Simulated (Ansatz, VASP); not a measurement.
**Two plane-wave programs on Be24NO**

Contents of INCAR:

```
SYSTEM = Be24NO
  PREC = Accurate
  ENCUT = 520
  EDIFF = 1E-6
  ISMEAR = 0
  SIGMA = 0.1
  LREAL = .FALSE.
  LASPH = .TRUE.
  NELM = 200
  ALGO = Normal
  ISIF = 2
  LWAVE = .FALSE.
  LCHARG = .FALSE.
  ISPIN = 2
  MAGMOM = 0 0 0 0 0 0 0 0 0 0 0 0 0 0 0 0 0 0 0 0 0 0 0 0 1 0
  LORBIT = 11
  LDIPOL = .TRUE.
  IDIPOL = 3
  DIPOL = 0.5 0.5 0.292
  GGA = PE
  NBANDS = 52
  GGA_COMPAT = .FALSE.
  NELMDL = -8
  KPAR = 4
```

Contents of KPOINTS:

```
Automatic mesh
0
G
  6 4 1
  0 0 0
```

Contents of POSCAR:

```
Be24NO
1.0
    4.5254381411      0.0000000000      0.0000000000
    0.0000000000      7.1336190820      0.0000000000
    0.0000000000      0.0000000000     22.3685529248
Be N O
24 1 1
Direct
    0.0000000000      0.3750000000      0.1788224752
    0.0000000000      0.8750000000      0.1788224752
    0.5000000000      0.3750000000      0.1788224752
    0.5000000000      0.8750000000      0.1788224752
    0.2500000000      0.1250000000      0.2080237711
    0.2500000000      0.6250000000      0.2080237711
    0.7500000000      0.1250000000      0.2080237711
    0.7500000000      0.6250000000      0.2080237711
    0.2500000000      0.3750000000      0.2664263628
    0.2500000000      0.8750000000      0.2664263628
    0.7500000000      0.3750000000      0.2664263628
    0.7500000000      0.8750000000      0.2664263628
    0.0000000000      0.1250000000      0.2903069137
    0.0000000000      0.6250000000      0.2903069137
    0.5000000000      0.1250000000      0.2903069137
    0.5000000000      0.6250000000      0.2903069137
    0.0000000000      0.3750000000      0.3546814205
    0.0000000000      0.8750000000      0.3546814205
    0.5000000000      0.3750000000      0.3546814205
    0.5000000000      0.8750000000      0.3546814205
    0.2500000000      0.1250000000      0.3741213369
    0.2500000000      0.6250000000      0.3741213369
    0.7500000000      0.1250000000      0.3741213369
    0.7500000000      0.6250000000      0.3741213369
    0.7500000000      0.4583333333      0.4447562146
    0.8896786100      0.5980119434      0.4447562146
```

Input for Ansatz:

```yaml
crystal:
  lattice:
    - [4.5254381411, 0.0, 0.0]
    - [0.0, 7.133619082, 0.0]
    - [0.0, 0.0, 22.3685529248]
  atoms:
    - { symbol: Be, position: [0.0, 0.375, 0.1788224752] }
    - { symbol: Be, position: [0.0, 0.875, 0.1788224752] }
    - { symbol: Be, position: [0.5, 0.375, 0.1788224752] }
    - { symbol: Be, position: [0.5, 0.875, 0.1788224752] }
    - { symbol: Be, position: [0.25, 0.125, 0.2080237711] }
    - { symbol: Be, position: [0.25, 0.625, 0.2080237711] }
    - { symbol: Be, position: [0.75, 0.125, 0.2080237711] }
    - { symbol: Be, position: [0.75, 0.625, 0.2080237711] }
    - { symbol: Be, position: [0.25, 0.375, 0.2664263628] }
    - { symbol: Be, position: [0.25, 0.875, 0.2664263628] }
    - { symbol: Be, position: [0.75, 0.375, 0.2664263628] }
    - { symbol: Be, position: [0.75, 0.875, 0.2664263628] }
    - { symbol: Be, position: [0.0, 0.125, 0.2903069137] }
    - { symbol: Be, position: [0.0, 0.625, 0.2903069137] }
    - { symbol: Be, position: [0.5, 0.125, 0.2903069137] }
    - { symbol: Be, position: [0.5, 0.625, 0.2903069137] }
    - { symbol: Be, position: [0.0, 0.375, 0.3546814205] }
    - { symbol: Be, position: [0.0, 0.875, 0.3546814205] }
    - { symbol: Be, position: [0.5, 0.375, 0.3546814205] }
    - { symbol: Be, position: [0.5, 0.875, 0.3546814205] }
    - { symbol: Be, position: [0.25, 0.125, 0.3741213369] }
    - { symbol: Be, position: [0.25, 0.625, 0.3741213369] }
    - { symbol: Be, position: [0.75, 0.125, 0.3741213369] }
    - { symbol: Be, position: [0.75, 0.625, 0.3741213369] }
    - { symbol: "N", position: [0.75, 0.4583333333, 0.4447562146], spin: 1.0 }
    - { symbol: O, position: [0.88967861, 0.5980119434, 0.4447562146] }
basis:
  ecutwfc: 420
kpoints:
  mp_grid: { grid: [6, 4, 1] }
hamiltonian:
  xc: pbe
scf:
  occupations: { method: gaussian, width: 0.1 }
output:
  forces: true
  eigenvalues: true
  populations: true
magnetization:
  spin_polarized: true
efield:
  axis: 3
  dipole_correction: true
  ramp_width: 0.04
```

Alike in both runs: task single point; functional PBE; k mesh 6 × 4 × 1; occupations gaussian, width 0.1 eV; collinear spin.

|  | VASP | Ansatz |
| --- | --- | --- |
| version | VASP 6.6.1 | Ansatz 0.2.0 |
| potentials or method | VASP PAW PBE potentials, release 64 (Be, N, O), cutoff 520 eV | scalar-relativistic, plane waves, PAW |
| valence electrons in the cell | 59 | 59 |

Ansatz gave:

```
gap on the k mesh at the Fermi level (eV)                     : none
rms of the force components (eV/Å)                            : 0.901
net moment per atom (μB)                                      : 0.01
size of the moment on the site where the two differ most (μB) : 0.10
```

Question: Which values does VASP return?

Answer: gap on the k mesh at the Fermi level (eV): none; rms of the force components (eV/Å): 1.072; net moment per atom (μB): 0.01; size of the moment on the site where the two differ most (μB): 0.20.

Site moments also hang on the region over which each program counts them. Atom by atom the forces differ by 0.181 eV/Å (rms over components). A gap of «none» marks a metal or a gap that the smearing closes. With one functional, cell and mesh, what is left measures potentials, basis and numerics.

Noted on VASP's run: the standard files for N, O and F lose accuracy on very short bonds.
